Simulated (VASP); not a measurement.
# NaI (Fm-3m) in VASP: notebook

NaI is run at these levels: LDA; tasks: single point.

All numbers are computed with VASP 6.6.1; they aren't measurements. Logs are shortened: lines on timing, memory, paths and dates and some standing lists are left out, and cuts for length are marked.

### Step 1. The cell of the first run

Symmetry: Fm-3m, No. 225, cubic system. Conventional cell: a = 6.341 Å, b = 6.341 Å, c = 6.341 Å, α = 90.00°, β = 90.00°, γ = 90.00°. I (site symmetry m-3m) has 6 Na at 3.17 Å within 4.2 Å. Na (site symmetry m-3m) has 6 I at 3.17 Å within 4.2 Å.

### Step 2. Single point, LDA

Contents of INCAR:

```
PREC = Accurate
ENCUT = 520
EDIFF = 1E-7
ISMEAR = -1
SIGMA = 0.05
LREAL = F
LASPH = T
NELM = 100
ALGO = Normal
ISIF = 2
LWAVE = F
LCHARG = F
GGA = CA
NBANDS = 14
```

Contents of KPOINTS:

```
regular mesh
0
Gamma
  7 7 7
```

Contents of POSCAR:

```
NaI
1.0
    0.0000000000      3.1703324822      3.1703324822
    3.1703324822      0.0000000000      3.1703324822
    3.1703324822      3.1703324822      0.0000000000
I Na
1 1
Direct
    0.5000000000      0.5000000000      0.5000000000
    0.0000000000      0.0000000000      0.0000000000
```

Potentials or basis: VASP PAW LDA potentials, release 64 (I, Na_pv).

Run with:

```console
$ cat potpaw_LDA.64/I/POTCAR potpaw_LDA.64/Na_pv/POTCAR > POTCAR
$ mpirun -np 1 vasp_std > vasp.out
```

OUTCAR:

```text
PREC = Accurate
   ENCUT = 520
   EDIFF = 1E-7
   ISMEAR = -1
   LREAL = F
   LASPH = T
   NELM = 100
   ISIF = 2
   GGA = CA

 ion  position               nearest neighbor table
   1  0.500  0.500  0.500-   2 3.17   2 3.17   2 3.17   2 3.17   2 3.17   2 3.17
   2  0.000  0.000  0.000-   1 3.17   1 3.17   1 3.17   1 3.17   1 3.17   1 3.17

  LATTYP: Found a face centered cubic cell.
 ALAT       =     6.3406649644

  Lattice vectors:

 A1 = (   0.0000000000,   3.1703324822,   3.1703324822)
 A2 = (   3.1703324822,   0.0000000000,   3.1703324822)
 A3 = (   3.1703324822,   3.1703324822,   0.0000000000)

Analysis of symmetry for initial positions (statically):
=====================================================================
 Subroutine PRICEL returns:
 Original cell was already a primitive cell.

 Routine SETGRP: Setting up the symmetry group for a
 face centered cubic supercell.

 Subroutine GETGRP returns: Found 48 space group operations
 (whereof 48 operations were pure point group operations)
 out of a pool of 48 trial point group operations.

The static configuration has the point symmetry O_h .

Analysis of symmetry for dynamics (positions and initial velocities):
=====================================================================
 Subroutine PRICEL returns:
 Original cell was already a primitive cell.

 Routine SETGRP: Setting up the symmetry group for a
 face centered cubic supercell.

 Subroutine GETGRP returns: Found 48 space group operations
 (whereof 48 operations were pure point group operations)
 out of a pool of 48 trial point group operations.

The dynamic configuration has the point symmetry O_h .

 Subroutine INISYM returns: Found 48 space group operations
 (whereof 48 operations are pure point group operations),
 and found     1 'primitive' translations

----------------------------------------------------------------------------------------

                                     Primitive cell

  volume of cell :      63.7301

  direct lattice vectors                    reciprocal lattice vectors
     0.000000000  3.170332482  3.170332482    -0.157712165  0.157712165  0.157712165
     3.170332482  0.000000000  3.170332482     0.157712165 -0.157712165  0.157712165
     3.170332482  3.170332482  0.000000000     0.157712165  0.157712165 -0.157712165

  length of vectors
     4.483527194  4.483527194  4.483527194     0.273165483  0.273165483  0.273165483

  position of ions in fractional coordinates (direct lattice)
     0.500000000  0.500000000  0.500000000
     0.000000000  0.000000000  0.000000000

  ion indices of the primitive-cell ions
   primitive index   ion index
                 1           1
                 2           2

----------------------------------------------------------------------------------------

 KPOINTS: regular mesh

Automatic generation of k-mesh.
 Grid dimensions read from file:
 generate k-points for:    7    7    7

 Generating k-lattice:

  Cartesian coordinates                     Fractional coordinates (reciprocal lattice)
    -0.022530309  0.022530309  0.022530309     0.142857143  0.000000000  0.000000000
     0.022530309 -0.022530309  0.022530309     0.000000000  0.142857143  0.000000000
     0.022530309  0.022530309 -0.022530309     0.000000000  0.000000000  0.142857143

  Length of vectors
     0.039023640  0.039023640  0.039023640

  Shift w.r.t. Gamma in fractional coordinates (k-lattice)
     0.000000000  0.000000000  0.000000000

 Subroutine IBZKPT returns following result:
 ===========================================

 Found     20 irreducible k-points:

 Following reciprocal coordinates:
            Coordinates               Weight
  0.000000  0.000000  0.000000      1.000000
  0.142857  0.000000  0.000000      8.000000
  0.285714  0.000000  0.000000      8.000000
  0.428571  0.000000  0.000000      8.000000
  0.142857  0.142857  0.000000      6.000000
  0.285714  0.142857  0.000000     24.000000
[... 12 lines left out ...]
 -0.428571  0.428571  0.142857     24.000000
 -0.285714  0.428571  0.142857     24.000000
   k-points           NKPTS =     20   k-points in BZ     NKDIM =     20   number of bands    NBANDS=     14
   number of dos      NEDOS =    301   number of ions     NIONS =      2
   total plane-waves  NPLWV =  46656
   dimension x,y,z NGX =    36 NGY =   36 NGZ =   36
   dimension x,y,z NGXF=    72 NGYF=   72 NGZF=   72
   ions per type =               1   1
   NGX,Y,Z   is equivalent  to a cutoff of  13.35, 13.35, 13.35 a.u.
   NGXF,Y,Z  is equivalent  to a cutoff of  26.70, 26.70, 26.70 a.u.
 SYSTEM =  unknown system
   PREC   = accura    normal or accurate (medium, high low for compatibility)
   ISTART =      0    job   : 0-new  1-cont  2-samecut
   ICHARG =      2    charge: 1-file 2-atom 10-const
   ISPIN  =      1    spin polarized calculation?
   LNONCOLLINEAR =      F non collinear calculations
   LSORBIT =      F    spin-orbit coupling
   LASPH  =      T    aspherical Exc in radial PAW
   ENCUT  =  520.0 eV  38.22 Ry    6.18 a.u.   8.34  8.34  8.34*2*pi/ulx,y,z
   NELM   =    100;   NELMIN=  2; NELMDL= -5     # of ELM steps
   EDIFF  = 0.1E-06   stopping-criterion for ELM
   LREAL  =      F    real-space projection
   EDIFFG = 0.1E-05   stopping-criterion for IOM
   NSW    =      0    number of steps for IOM
   IBRION =     -1    ionic relax: 0-MD 1-quasi-New 2-CG
   NFREE  =      0    steps in history (QN), initial steepest desc. (CG)
   ISIF   =      2    stress and relaxation
   ISYM   =      2    0-nonsym 1-usesym 2-fastsym
   POTIM  = 0.5000    time-step for ionic-motion
   TEBEG  =    0.0;   TEEND  =   0.0 temperature during run
   PSTRESS=    0.0 pullay stress
   NELECT =      14.0000    total number of electrons
   NUPDOWN=      -1.0000    fix difference up-down
   EMIN   =  10.00;   EMAX   =-10.00  energy-range for DOS
   EFERMI =   0.00;   METHOD = LEGACY
   ISMEAR =    -1;   SIGMA  =   0.05  broadening in eV -4-tet -1-fermi 0-gaus
   EFERMI_NEDOS =   21; number of points for ismear=-14 and -15
   IALGO  =     38    algorithm
   IMIX   =      4    mixing-type and parameters
     AMIX     =   0.40;   BMIX     =  1.00
     AMIX_MAG =   1.60;   BMIX_MAG =  1.00
  volume/ion in A,a.u.               =      31.87       215.04
  Fermi-wavevector in a.u.,A,eV,Ry     =   0.987801  1.866673 13.275890  0.975750
  Thomas-Fermi vector in A             =   2.119281
   LORBIT       =      0    0 simple, 1 ext, 2 COOP (PROOUT), +10 PAW based schemes
   GGA     = CA    functional components
   LHFCALC =     F    Hartree Fock is set to
   AEXX    =    0.0000 exact exchange contribution
   IVDW    =     0    specifies the selected vdW correction
   LEPSILON=     F    determine dielectric tensor
   LRPA    =     F    only Hartree local field effects (RPA)
 non-spin polarized calculation
  energy-cutoff  :      520.00
  volume of cell :       63.73
 maximum number of plane-waves:      1735
 NGX is ok and might be reduce to    36
   NGX = 17   NGY = 17   NGZ = 17

 number of electron      14.0000003 magnetization

 Free energy of the ion-electron system (eV)
  ---------------------------------------------------
  ext. energy  EPLUGINS =         0.00000000
  ---------------------------------------------------
  free energy    TOTEN  =        -6.01193771 eV

  energy without entropy =       -6.01193771  energy(sigma->0) =       -6.01193771

 E-fermi :   2.2091     XC(G=0):  -8.3494

 val. band max:        1.0702357145   @ k =   0.0000   0.0000   0.0000
 cond. band min:       4.5869711822   @ k =   0.0000   0.0000   0.0000
 fundamental gap:      3.5167354677
 Fermi energy:         2.2091007500

 k-point     1 :       0.0000    0.0000    0.0000
  band No.  band energies     occupation
      1     -21.2608      2.00000
      2     -21.2608      2.00000
      3     -21.2608      2.00000
      4     -10.1816      2.00000
      5       1.0702      2.00000
      6       1.0702      2.00000
      7       1.0702      2.00000
      8       4.5870      0.00000
      9       8.8672      0.00000
     10       8.8672      0.00000
     11       8.8672      0.00000
     12      10.8378      0.00000
     13      10.8378      0.00000
     14      11.3087      0.00000

 k-point     2 :       0.1429    0.0000    0.0000
  band No.  band energies     occupation
      1     -21.2623      2.00000
      2     -21.2609      2.00000
      3     -21.2609      2.00000
      4     -10.1149      2.00000
      5       0.4021      2.00000
      6       1.0033      2.00000
      7       1.0033      2.00000
      8       5.2878      0.00000
      9       8.4304      0.00000
     10       9.0606      0.00000
     11       9.0606      0.00000
     12      10.3138      0.00000
     13      10.3138      0.00000
     14      11.9035      0.00000

 k-point     3 :       0.2857    0.0000    0.0000
  band No.  band energies     occupation
      1     -21.2655      2.00000
      2     -21.2611      2.00000
      3     -21.2611      2.00000
      4      -9.9565      2.00000
      5      -0.6534      2.00000
      6       0.8623      2.00000
      7       0.8623      2.00000
      8       5.9772      0.00000
      9       8.7617      0.00000
     10       8.8176      0.00000
     11       8.8176      0.00000
     12      10.8731      0.00000
     13      10.8731      0.00000
     14      11.2666      0.00000
[... 256 lines left out ...]
 k-point    19 :      -0.4286    0.4286    0.1429
  band No.  band energies     occupation
      1     -21.2660      2.00000
      2     -21.2637      2.00000
      3     -21.2630      2.00000
      4      -9.7205      2.00000
      5      -0.9039      2.00000
      6      -0.0656      2.00000
      7       0.1625      2.00000
      8       6.2239      0.00000
      9       7.1783      0.00000
     10       9.2347      0.00000
     11      10.5762      0.00000
     12      12.2639      0.00000
     13      13.2660      0.00000
     14      14.4027      0.00000

 k-point    20 :      -0.2857    0.4286    0.1429
  band No.  band energies     occupation
      1     -21.2651      2.00000
      2     -21.2651      2.00000
      3     -21.2628      2.00000
      4      -9.7055      2.00000
      5      -0.6332      2.00000
      6      -0.5664      2.00000
      7       0.1958      2.00000
      8       6.6813      0.00000
      9       8.0088      0.00000
     10       8.9681      0.00000
     11       9.3186      0.00000
     12      12.0983      0.00000
     13      12.7346      0.00000
     14      14.9342      0.00000

------------------------ aborting loop because EDIFF is reached ----------------------------------------

  FORCE on cell =-STRESS in cart. coord.  units (eV):
  Direction    XX          YY          ZZ          XY          YZ          ZX
  --------------------------------------------------------------------------------------
  -------------------------------------------------------------------------------------
  Total       -0.2804914     -0.2804914     -0.2804914      0.0000000      0.0000000      0.0000000
  in kB       -7.0515678     -7.0515678     -7.0515678      0.0000000      0.0000000      0.0000000
  external PRESSURE =      -7.0515678 kB  Pullay stress =       0.0000000 kB

 VOLUME and BASIS-vectors are now :
 -----------------------------------------------------------------------------
  energy-cutoff  :      520.00
  volume of cell :       63.73
      direct lattice vectors                 reciprocal lattice vectors
     0.000000000  3.170332482  3.170332482    -0.157712165  0.157712165  0.157712165
     3.170332482  0.000000000  3.170332482     0.157712165 -0.157712165  0.157712165
     3.170332482  3.170332482  0.000000000     0.157712165  0.157712165 -0.157712165

 POSITION                                       TOTAL-FORCE (eV/Angst)
 -----------------------------------------------------------------------------------
      3.17033      3.17033      3.17033         0.000000      0.000000      0.000000
      0.00000      0.00000      0.00000        -0.000000     -0.000000      0.000000
 -----------------------------------------------------------------------------------
    total drift:                                0.000000      0.000000      0.000000

  FREE ENERGIE OF THE ION-ELECTRON SYSTEM (eV)
  ---------------------------------------------------
  free  energy   TOTEN  =        -6.0119377145 eV

  energy  without entropy=       -6.0119377145  energy(sigma->0) =       -6.01193771
```

Wall time 10 s (1 thread of AMD EPYC 9R45 (Zen 5), shared host); peak memory 0.14 GiB.

What came out:

| Property | Result |
| --- | --- |
| Free energy | -6.0119 eV |
| Pressure | -0.7 GPa |
| Band gap on the k mesh | 3.52 eV, direct |

Caveat: spin-orbit coupling is left out, which moves the levels of the heavy elements.

(Part 1 of 2 ends here.)
